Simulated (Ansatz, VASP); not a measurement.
# One calculation of Ta, two programs

```xyz
1
Lattice="0.0000 2.0600 2.0600 2.0600 0.0000 2.0600 2.0600 2.0600 0.0000" Properties=species:S:1:pos:R:3 pbc="T T T"
Ta    0.0000    0.0000    0.0000
```

Alike in both runs: task single point; functional PBEsol; k mesh 21 × 21 × 21; occupations fermi-dirac, width 0.1 eV; no spin polarisation.

|  | VASP | Ansatz |
| --- | --- | --- |
| version | VASP 6.6.1 | Ansatz 0.2.0 |
| potentials or method | VASP PAW PBE potentials, release 64 (Ta_pv), cutoff 520 eV | plane waves (420 eV) with PAW, scalar-relativistic |
| valence electrons in the cell | 11 | 13 |

Ansatz gave:

```
pressure (GPa) : 9.0
```

Which values does VASP return?

Pressure (GPa): 9.2.

VASP's potentials were made for PBE, not for PBEsol, and Ansatz warns of the same on its side. With one functional, cell and mesh, what is left measures potentials, basis and numerics. VASP's potentials hold 11 valence electrons a cell and Ansatz's 13, so a difference there can come from the potentials and not from the codes.

Spin-orbit coupling is off throughout.
